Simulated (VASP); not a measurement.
# CS2 (Cmce) in VASP: a series of runs

The runs below take CS2 through single point, with PBE+D4, PBE+D3(BJ).

All numbers are computed with VASP 6.6.1; they aren't measurements. Logs are shortened: lines on timing, memory, paths and dates and some standing lists are left out, and cuts for length are marked.

**1. The cell of the first run**

It takes space group Cmce (No. 64, orthorhombic). The conventional cell has a = 6.153 Å, b = 5.368 Å, c = 9.289 Å, α = 90.00°, β = 90.00°, γ = 90.00°. Within 2.1 Å of S (site symmetry m) lie 1 C at 1.56 Å. C (site symmetry 2/m) has 2 S at 1.56 Å within 2.1 Å.

**2. Single point, PBE+D4**

INCAR

```
SYSTEM = CS2
PREC     = Accurate       ! precision mode
ENCUT    = 520            ! plane-wave cutoff, eV
EDIFF    = 1E-6           ! SCF threshold, eV
ISMEAR   = -1             ! smearing method
SIGMA    = 0.05           ! smearing width, eV
LREAL    = .False.        ! projectors in reciprocal space
LASPH    = .True.         ! aspherical terms in the spheres
NELM     = 60             ! most SCF steps
ALGO     = Normal         ! electronic algorithm
ISIF     = 2              ! what is computed and relaxed
LWAVE    = .False.        ! write WAVECAR
LCHARG   = .True.         ! write CHGCAR
GGA      = PE             ! functional
IVDW     = 13             ! dispersion correction
LELF     = .True.         ! ELF
LVHAR    = .True.       
NBANDS   = 25             ! bands
```

KPOINTS

```
regular mesh
0
Gamma
  6 6 3
  0 0 0
```

POSCAR

```
CS2
1.0
    3.0766420805     -2.6840595661      0.0000000000
    3.0766420805      2.6840595661      0.0000000000
    0.0000000000      0.0000000000      9.2889408013
S C
4 2
Direct
    0.1974316604      0.8025683396      0.8766481634
    0.3025683396      0.6974316604      0.3766481634
    0.6974316604      0.3025683396      0.6233518366
    0.8025683396      0.1974316604      0.1233518366
    0.5000000000      0.5000000000      0.5000000000
    0.0000000000      0.0000000000      0.0000000000
```

Potentials or basis: VASP PAW PBE potentials, release 64 (S, C).

Run with:

```console
cat potpaw_PBE.64/S/POTCAR potpaw_PBE.64/C/POTCAR > POTCAR
mpirun -np 1 vasp_std > vasp.out
```

OUTCAR:

```text
SYSTEM = CS2
   PREC = Accurate
   ENCUT = 520
   EDIFF = 1E-6
   ISMEAR = -1
   LREAL = .False.
   LASPH = .True.
   NELM = 60
   ISIF = 2
   GGA = PE
   IVDW = 13

 ion  position               nearest neighbor table
   1  0.197  0.803  0.877-   6 1.56
   2  0.303  0.697  0.377-   5 1.56
   3  0.697  0.303  0.623-   5 1.56
   4  0.803  0.197  0.123-   6 1.56
   5  0.500  0.500  0.500-   2 1.56   3 1.56
   6  0.000  0.000  0.000-   1 1.56   4 1.56

  LATTYP: Found a base centered orthorhombic cell.
 ALAT       =     5.3681191322
 B/A-ratio  =     1.1462644568
 C/A-ratio  =     1.7303902116

  Lattice vectors:

 A1 = (  -3.0766420805,  -2.6840595661,   0.0000000000)
 A2 = (   3.0766420805,  -2.6840595661,   0.0000000000)
 A3 = (   0.0000000000,   0.0000000000,   9.2889408013)

Analysis of symmetry for initial positions (statically):
=====================================================================
 Subroutine PRICEL returns:
 Original cell was already a primitive cell.

 Routine SETGRP: Setting up the symmetry group for a
 base centered orthorhombic supercell.

 Subroutine GETGRP returns: Found  8 space group operations
 (whereof  4 operations were pure point group operations)
 out of a pool of  8 trial point group operations.

The static configuration has the point symmetry C_2h.
 The point group associated with its full space group is D_2h.

Analysis of symmetry for dynamics (positions and initial velocities):
=====================================================================
 Subroutine PRICEL returns:
 Original cell was already a primitive cell.

 Routine SETGRP: Setting up the symmetry group for a
 base centered orthorhombic supercell.

 Subroutine GETGRP returns: Found  8 space group operations
 (whereof  4 operations were pure point group operations)
 out of a pool of  8 trial point group operations.

The dynamic configuration has the point symmetry C_2h.
 The point group associated with its full space group is D_2h.

 Subroutine INISYM returns: Found  8 space group operations
 (whereof  4 operations are pure point group operations),
 and found     1 'primitive' translations

----------------------------------------------------------------------------------------

                                     Primitive cell

  volume of cell :     153.4141

  direct lattice vectors                    reciprocal lattice vectors
     3.076642081 -2.684059566  0.000000000     0.162514841 -0.186284986  0.000000000
     3.076642081  2.684059566  0.000000000     0.162514841  0.186284986  0.000000000
     0.000000000  0.000000000  9.288940801     0.000000000  0.000000000  0.107654901

  length of vectors
     4.082879161  4.082879161  9.288940801     0.247210780  0.247210780  0.107654901

  position of ions in fractional coordinates (direct lattice)
     0.197431660  0.802568340  0.876648163
     0.302568340  0.697431660  0.376648163
     0.697431660  0.302568340  0.623351837
     0.802568340  0.197431660  0.123351837
     0.500000000  0.500000000  0.500000000
     0.000000000  0.000000000  0.000000000

  ion indices of the primitive-cell ions
   primitive index   ion index
                 1           1
                 2           2
                 3           3
                 4           4
                 5           5
                 6           6

----------------------------------------------------------------------------------------

 KPOINTS: regular mesh

Automatic generation of k-mesh.
 Grid dimensions read from file:
 generate k-points for:    6    6    3

 Generating k-lattice:

  Cartesian coordinates                     Fractional coordinates (reciprocal lattice)
     0.027085807 -0.031047498  0.000000000     0.166666667  0.000000000  0.000000000
     0.027085807  0.031047498  0.000000000     0.000000000  0.166666667  0.000000000
     0.000000000  0.000000000  0.035884967     0.000000000  0.000000000  0.333333333

  Length of vectors
     0.041201797  0.041201797  0.035884967

  Shift w.r.t. Gamma in fractional coordinates (k-lattice)
     0.000000000  0.000000000  0.000000000

 Subroutine IBZKPT returns following result:
 ===========================================

 Found     26 irreducible k-points:

 Following reciprocal coordinates:
            Coordinates               Weight
  0.000000  0.000000  0.000000      1.000000
  0.166667 -0.000000  0.000000      4.000000
  0.333333 -0.000000  0.000000      4.000000
  0.500000  0.000000  0.000000      2.000000
  0.166667  0.166667  0.000000      2.000000
  0.333333  0.166667  0.000000      4.000000
[... 16 lines left out ...]
  0.333333  0.333333  0.333333      4.000000
  0.500000  0.333333  0.333333      8.000000
 [... further k-points ...]
   k-points           NKPTS =     26   k-points in BZ     NKDIM =     26   number of bands    NBANDS=     25
   number of dos      NEDOS =    301   number of ions     NIONS =      6
   total plane-waves  NPLWV =  63000
   dimension x,y,z NGX =    30 NGY =   30 NGZ =   70
   dimension x,y,z NGXF=    60 NGYF=   60 NGZF=  140
   ions per type =               4   2
   NGX,Y,Z   is equivalent  to a cutoff of  12.22, 12.22, 12.53 a.u.
   NGXF,Y,Z  is equivalent  to a cutoff of  24.43, 24.43, 25.06 a.u.
 SYSTEM =  CS2
   PREC   = accura    normal or accurate (medium, high low for compatibility)
   ISTART =      0    job   : 0-new  1-cont  2-samecut
   ICHARG =      2    charge: 1-file 2-atom 10-const
   ISPIN  =      1    spin polarized calculation?
   LNONCOLLINEAR =      F non collinear calculations
   LSORBIT =      F    spin-orbit coupling
   LASPH  =      T    aspherical Exc in radial PAW
   ENCUT  =  520.0 eV  38.22 Ry    6.18 a.u.   7.59  7.59 17.27*2*pi/ulx,y,z
   NELM   =     60;   NELMIN=  2; NELMDL= -5     # of ELM steps
   EDIFF  = 0.1E-05   stopping-criterion for ELM
   LREAL  =      F    real-space projection
   EDIFFG = 0.1E-04   stopping-criterion for IOM
   NSW    =      0    number of steps for IOM
   IBRION =     -1    ionic relax: 0-MD 1-quasi-New 2-CG
   NFREE  =      0    steps in history (QN), initial steepest desc. (CG)
   ISIF   =      2    stress and relaxation
   ISYM   =      2    0-nonsym 1-usesym 2-fastsym
   POTIM  = 0.5000    time-step for ionic-motion
   TEBEG  =    0.0;   TEEND  =   0.0 temperature during run
   PSTRESS=    0.0 pullay stress
   NELECT =      32.0000    total number of electrons
   NUPDOWN=      -1.0000    fix difference up-down
   EMIN   =  10.00;   EMAX   =-10.00  energy-range for DOS
   EFERMI =   0.00;   METHOD = LEGACY
   ISMEAR =    -1;   SIGMA  =   0.05  broadening in eV -4-tet -1-fermi 0-gaus
   EFERMI_NEDOS =   21; number of points for ismear=-14 and -15
   IALGO  =     38    algorithm
   IMIX   =      4    mixing-type and parameters
     AMIX     =   0.40;   BMIX     =  1.00
     AMIX_MAG =   1.60;   BMIX_MAG =  1.00
  volume/ion in A,a.u.               =      25.57       172.55
  Fermi-wavevector in a.u.,A,eV,Ry     =   0.970889  1.834715 12.825206  0.942626
  Thomas-Fermi vector in A             =   2.101061
   LORBIT       =      0    0 simple, 1 ext, 2 COOP (PROOUT), +10 PAW based schemes
   GGA     = PE    functional components
   LHFCALC =     F    Hartree Fock is set to
   AEXX    =    0.0000 exact exchange contribution
   IVDW    =    13    specifies the selected vdW correction
   LEPSILON=     F    determine dielectric tensor
   LRPA    =     F    only Hartree local field effects (RPA)
 non-spin polarized calculation
  energy-cutoff  :      520.00
  volume of cell :      153.41
 maximum number of plane-waves:      4164
   NGX = 15   NGY = 15   NGZ = 35

 number of electron      31.9999997 magnetization

 Free energy of the ion-electron system (eV)
  ---------------------------------------------------
  ext. energy  EPLUGINS =         0.00000000
  ---------------------------------------------------
  free energy    TOTEN  =       -33.20093711 eV

  energy without entropy =      -33.20093711  energy(sigma->0) =      -33.20093711

 E-fermi :   0.9167     XC(G=0):  -7.6399

 val. band max:       -0.2024448949   @ k =   0.5000   0.5000   0.0000
 cond. band min:       2.7070063056   @ k =   0.5000   0.5000   0.0000
 fundamental gap:      2.9094512005
 Fermi energy:         0.9166794135

 k-point     1 :       0.0000    0.0000    0.0000
  band No.  band energies     occupation
      1     -15.3615      2.00000
      2     -15.2344      2.00000
      3     -13.1360      2.00000
      4     -12.8957      2.00000
      5      -6.9103      2.00000
      6      -6.2179      2.00000
[... 17 lines left out ...]
     24       7.8380      0.00000
     25       8.4739      0.00000

 k-point     2 :       0.1667   -0.0000    0.0000
  band No.  band energies     occupation
      1     -15.3198      2.00000
      2     -15.2081      2.00000
      3     -13.1258      2.00000
      4     -12.9199      2.00000
      5      -6.8907      2.00000
      6      -6.2661      2.00000
[... 17 lines left out ...]
     24       7.5057      0.00000
     25       8.5869      0.00000

 k-point     3 :       0.3333   -0.0000    0.0000
  band No.  band energies     occupation
      1     -15.2262      2.00000
      2     -15.1597      2.00000
      3     -13.0983      2.00000
      4     -12.9823      2.00000
      5      -6.8038      2.00000
      6      -6.4065      2.00000
[... 552 lines left out ...]
 k-point    23 :       0.3333    0.3333    0.3333
  band No.  band energies     occupation
      1     -15.1378      2.00000
      2     -15.0999      2.00000
      3     -13.0420      2.00000
      4     -12.9854      2.00000
      5      -6.7183      2.00000
      6      -6.6031      2.00000
[... 17 lines left out ...]
     24       7.6419      0.00000
     25       8.8349      0.00000

 k-point    24 :       0.5000    0.3333    0.3333
  band No.  band energies     occupation
      1     -15.0941      2.00000
      2     -15.0696      2.00000
      3     -13.0386      2.00000
      4     -13.0075      2.00000
      5      -6.6636      2.00000
      6      -6.6298      2.00000
[... 17 lines left out ...]
     24       7.8077      0.00000
     25       8.7134      0.00000

 [... further k-points ...]

------------------------ aborting loop because EDIFF is reached ----------------------------------------

  DFT-D4 for vdW energy calculation

  Edisp (eV):   -1.05008

  FORCE on cell =-STRESS in cart. coord.  units (eV):
  Direction    XX          YY          ZZ          XY          YZ          ZX
  --------------------------------------------------------------------------------------
  -------------------------------------------------------------------------------------
  Total      -0.05145    -0.78274    -0.89951     0.00000     0.00000     0.00000
  in kB      -0.53727    -8.17458    -9.39406     0.00000     0.00000     0.00000
  external pressure =       -6.04 kB  Pullay stress =        0.00 kB

 VOLUME and BASIS-vectors are now :
 -----------------------------------------------------------------------------
  energy-cutoff  :      520.00
  volume of cell :      153.41
      direct lattice vectors                 reciprocal lattice vectors
     3.076642081 -2.684059566  0.000000000     0.162514841 -0.186284986  0.000000000
     3.076642081  2.684059566  0.000000000     0.162514841  0.186284986  0.000000000
     0.000000000  0.000000000  9.288940801     0.000000000  0.000000000  0.107654901

 POSITION                                       TOTAL-FORCE (eV/Angst)
 -----------------------------------------------------------------------------------
      3.07664      1.62422      8.14313         0.000000      0.165563      0.179753
      3.07664      1.05984      3.49866         0.000000     -0.165563      0.179753
      3.07664     -1.05984      5.79028         0.000000      0.165563     -0.179753
      3.07664     -1.62422      1.14581         0.000000     -0.165563     -0.179753
      3.07664      0.00000      4.64447        -0.000000     -0.000000      0.000000
      0.00000      0.00000      0.00000         0.000000     -0.000000      0.000000
 -----------------------------------------------------------------------------------
    total drift:                                0.000000     -0.000000      0.000000

  FREE ENERGIE OF THE ION-ELECTRON SYSTEM (eV)
  ---------------------------------------------------
  free  energy   TOTEN  =       -34.2510153781 eV

  energy  without entropy=      -34.2510153781  energy(sigma->0) =      -34.25101538
```

Run time: 41 s. Hardware: 1 thread of Intel Xeon 6975P-C (Granite Rapids), shared host; peak memory 0.26 GiB.

Results:

```yaml
Free_energy: -34.2510 eV
Pressure: -0.6 GPa
Largest_force: 0.244 eV/Å
Band_gap_on_the_k_mesh: 2.91 eV, direct
Dispersion_energy_per_atom: -0.175 eV
```

Forces in eV/Å, atoms in the order of the input:
```
S    0.000  0.166  0.180
S    0.000 -0.166  0.180
S    0.000  0.166 -0.180
S    0.000 -0.166 -0.180
C    0.000  0.000  0.000
C    0.000  0.000  0.000
```

**3. Single point, PBE+D3(BJ)**

This run uses another cell than the first one, of 25.67 Å³/atom, 1.004 times its volume.

INCAR

```
SYSTEM = CS2
PREC     = Accurate       ! precision mode
ENCUT    = 520            ! plane-wave cutoff, eV
EDIFF    = 1E-6           ! SCF threshold, eV
ISMEAR   = -1             ! smearing method
SIGMA    = 0.05           ! smearing width, eV
LREAL    = .False.        ! projectors in reciprocal space
LASPH    = .True.         ! aspherical terms in the spheres
NELM     = 100            ! most SCF steps
ALGO     = Normal         ! electronic algorithm
ISIF     = 2              ! what is computed and relaxed
LWAVE    = .False.        ! write WAVECAR
LCHARG   = .False.        ! write CHGCAR
GGA      = PE             ! functional
IVDW     = 12             ! dispersion correction
NBANDS   = 25             ! bands
```

KPOINTS is that of step 2.

POSCAR

```
CS2
1.0
    3.0927017093     -2.6937719135      0.0000000000
    3.0927017093      2.6937719135      0.0000000000
    0.0000000000      0.0000000000      9.2451658520
S C
4 2
Direct
    0.1977944589      0.8022055411      0.8765955487
    0.3022055411      0.6977944589      0.3765955487
    0.6977944589      0.3022055411      0.6234044513
    0.8022055411      0.1977944589      0.1234044513
    0.5000000000      0.5000000000      0.5000000000
    0.0000000000      0.0000000000      0.0000000000
```

Potentials or basis: VASP PAW PBE potentials, release 64 (S, C).

Run with:

```console
cat potpaw_PBE.64/S/POTCAR potpaw_PBE.64/C/POTCAR > POTCAR
mpirun -np 1 vasp_std > vasp.out
```

Run time: 37 s. Hardware: 1 thread of Intel Xeon 6975P-C (Granite Rapids), shared host; peak memory 0.29 GiB.

Results (log left out):

- Free energy: -34.1956 eV
- Pressure: -0.6 GPa
- Largest force: 0.258 eV/Å
- Band gap on the k mesh: 2.90 eV, direct
- Dispersion energy per atom: -0.165 eV

Forces on the atoms (eV/Å):
```
S    0.000  0.176  0.189
S    0.000 -0.176  0.189
S    0.000  0.176 -0.189
S    0.000 -0.176 -0.189
C    0.000  0.000  0.000
C    0.000  0.000  0.000
```

Stress tensor (GPa, compression positive):
```
-0.05  0.00  0.00
 0.00 -0.82  0.00
 0.00  0.00 -0.94
```

Levels at points of the mesh, in eV from the valence-band top:
```tsv
k point	band 14	band 15	band 16	band 17	band 18	band 19
(0.00, 0.00, 0.00)	-0.68	-0.58	-0.17	2.94	3.09	3.61
(0.50, 0.00, 0.00)	-0.55	-0.21	-0.21	3.25	3.25	3.61
(0.50, 0.50, 0.00)	-1.13	-0.49	0.00	2.90	3.12	4.36
```
